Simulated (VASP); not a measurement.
Input of a VASP 6.6.1 run:

Contents of INCAR:

```
PREC = Accurate
ENCUT = 520
EDIFF = 1E-6
ISMEAR = 0
SIGMA = 0.2
LREAL = False
LASPH = True
NELM = 100
ALGO = Normal
ISIF = 2
LWAVE = False
LCHARG = False
GGA = PE
NBANDS = 20
```

File KPOINTS:

```
Automatic mesh
0
Gamma
  4 4 4
```

File POSCAR:

```
Mg7Te
1.0
   -3.6244175341      3.6244175341      3.6244175341
    3.6244175341     -3.6244175341      3.6244175341
    3.6244175341      3.6244175341     -3.6244175341
Mg Te
7 1
Direct
    0.0000000000      0.5000000000      0.0000000000
    0.5000000000      0.5000000000      0.0000000000
    0.5000000000      0.0000000000      0.0000000000
    0.5000000000      0.0000000000      0.5000000000
    0.5000000000      0.5000000000      0.5000000000
    0.0000000000      0.5000000000      0.5000000000
    0.0000000000      0.0000000000      0.5000000000
    0.0000000000      0.0000000000      0.0000000000
```

Potentials or basis: VASP PAW PBE potentials, release 64 (Mg, Te).

Run with:

```bash
$ cat potpaw_PBE.64/Mg/POTCAR potpaw_PBE.64/Te/POTCAR > POTCAR
$ mpirun -np 1 vasp_std > vasp.out
```

Q: What does it give for the band gap on the k mesh?

A: Zero (bands 10 and 11 overlap by 1.70 eV).

Q: What does it give for the pressure?

A: 0.2 GPa.

Caveat: spin-orbit coupling is left out, which moves the levels of the heavy elements.
